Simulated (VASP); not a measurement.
## Mn: single point with r2SCAN

The system is Mn.

```xyz
4
Lattice="1.4804 -4.6961 0.0000 1.4804 4.6961 0.0000 0.0000 0.0000 3.9179" Properties=species:S:1:pos:R:3 pbc="T T T"
Mn    1.4804    3.7757    3.5653
Mn    1.4804   -0.9204    2.3116
Mn    1.4804   -3.7757    0.3526
Mn    1.4804    0.9204    1.6063
```

```yaml
Program: VASP 6.6.1
Task: single point
Functional: r2SCAN
Potentials_or_basis: VASP PAW PBE potentials, release 64 (Mn_pv)
Cutoff: 520 eV
k_mesh: 6 × 6 × 6
Occupations: gaussian, width 0.1 eV
Spin: collinear spin, ferromagnetic start
Starting_moments: "[4.0, 4.0, 4.0, 4.0] μB"
```

```yaml
Pressure: 23.4 GPa
Largest_force: 5.672 eV/Å
Band_gap_on_the_k_mesh: zero (filled and empty bands overlap)
Net_moment: 0.00 μB per cell
Valence_electrons_inside_the_program's_atomic_spheres: Mn 12.35
```

Forces in eV/Å, atoms in the order of the input:
```
Mn   0.000 -4.270  3.734
Mn   0.000 -4.270 -3.734
Mn   0.000  4.270 -3.734
Mn   0.000  4.270  3.734
```

Stress tensor (GPa, compression positive):
```
27.12  0.00  0.00
 0.00 17.43  0.00
 0.00  0.00 25.79
```

Levels at points of the mesh, in eV from the Fermi level:
Spin up:
| k point | band 22 | band 23 | band 24 | band 25 | band 26 | band 27 | band 28 | band 29 | band 30 | band 31 |
| --- | --- | --- | --- | --- | --- | --- | --- | --- | --- | --- |
| (0.00, 0.00, 0.00) | -1.70 | -0.80 | -0.56 | -0.03 | 0.05 | 0.15 | 0.41 | 0.73 | 1.91 | 2.06 |
| (0.50, 0.00, 0.00) | -1.64 | -1.06 | -1.06 | -0.40 | -0.40 | 0.09 | 0.09 | 1.58 | 1.58 | 2.02 |
| (0.50, 0.50, 0.00) | -1.75 | -1.10 | -1.10 | -0.39 | -0.38 | 0.04 | 1.20 | 1.81 | 2.02 | 2.14 |
| (0.00, 0.00, 0.50) | -2.57 | -2.23 | -2.23 | -1.18 | -1.18 | 1.20 | 1.20 | 1.38 | 1.38 | 2.19 |
| (0.50, 0.00, 0.50) | -1.21 | -1.03 | -1.03 | -0.37 | -0.37 | 0.07 | 0.07 | 1.24 | 1.24 | 1.96 |
| (0.50, 0.50, 0.50) | -2.63 | -2.27 | -2.27 | -0.76 | -0.76 | 1.02 | 1.02 | 1.60 | 1.60 | 2.07 |
Spin down:
| k point | band 22 | band 23 | band 24 | band 25 | band 26 | band 27 | band 28 | band 29 | band 30 | band 31 |
| --- | --- | --- | --- | --- | --- | --- | --- | --- | --- | --- |
| (0.00, 0.00, 0.00) | -1.70 | -0.80 | -0.56 | -0.03 | 0.05 | 0.15 | 0.41 | 0.73 | 1.91 | 2.06 |
| (0.50, 0.00, 0.00) | -1.64 | -1.06 | -1.06 | -0.40 | -0.40 | 0.09 | 0.09 | 1.58 | 1.58 | 2.02 |
| (0.50, 0.50, 0.00) | -1.75 | -1.10 | -1.10 | -0.39 | -0.38 | 0.04 | 1.20 | 1.81 | 2.02 | 2.14 |
| (0.00, 0.00, 0.50) | -2.57 | -2.23 | -2.23 | -1.18 | -1.18 | 1.20 | 1.20 | 1.38 | 1.38 | 2.19 |
| (0.50, 0.00, 0.50) | -1.21 | -1.03 | -1.03 | -0.37 | -0.37 | 0.07 | 0.07 | 1.24 | 1.24 | 1.96 |
| (0.50, 0.50, 0.50) | -2.63 | -2.27 | -2.27 | -0.76 | -0.76 | 1.02 | 1.02 | 1.60 | 1.60 | 2.07 |

Wall time 6.7 min on 1 thread of Intel(R) Xeon(R) 6975P-C (Granite Rapids), with other jobs on the host, peak memory 0.35 GiB.

Caveat: the k points lie up to 0.37 Å⁻¹ apart, too coarse for converged energies and pressures of a metal; atoms lie so close that the PAW spheres overlap strongly, which falsifies energies and pressures; the PAW data sets were made with another functional, which shifts forces and pressure a little.
